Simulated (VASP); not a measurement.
A run of VASP 6.6.1 is set up as follows.

POSCAR

```
SnTe
1.0
    0.0000000000      3.2850102558      3.2850102558
    3.2850102558      0.0000000000      3.2850102558
    3.2850102558      3.2850102558      0.0000000000
Sn Te
1 1
Direct
    0.0000000000      0.0000000000      0.0000000000
    0.5000000000      0.5000000000      0.5000000000
```

The input INCAR.step1:

```
  PREC = Accurate
  ENCUT = 520
  ISMEAR = 0
  SIGMA = 0.01
  LREAL = False
  LASPH = True
  NELM = 100
  NBANDS = 17
  GGA = PE
  ALGO = Normal
  EDIFF = 1E-4
  LWAVE = True
  LCHARG = False
```

Contents of INCAR.step2:

```
  PREC = Accurate
  ENCUT = 520
  EDIFF = 1E-6
  ISMEAR = 0
  SIGMA = 0.01
  LREAL = False
  LASPH = True
  NELM = 100
  ALGO = Normal
  ISIF = 2
  LWAVE = False
  LCHARG = False
  METAGGA = R2SCAN
  LMIXTAU = True
  NBANDS = 17
  ISTART = 1
```

Contents of KPOINTS:

```
regular mesh
0
Gamma
  8 8 8
```

Potentials or basis: VASP PAW PBE potentials, release 64 (Sn_d, Te).

Launch:

```sh
$ cat potpaw_PBE.64/Sn_d/POTCAR potpaw_PBE.64/Te/POTCAR > POTCAR
$ cp INCAR.step1 INCAR
$ mpirun -np 1 vasp_std > vasp.out
$ cp INCAR.step2 INCAR
$ mpirun -np 1 vasp_std > vasp.out
```

**Question.** Predict the band gap on the k mesh.

**Answer.** 0.39 eV.

**Question.** Estimate the pressure.

**Answer.** -3.3 GPa.

Caveat: the cell differs from its parent crystal (strain +3.0%); the cell stands under tension; the PAW data sets were made with another functional, which shifts forces and pressure a little; spin-orbit coupling is left out, which moves the levels of the heavy elements. A k mesh can miss the band edges.
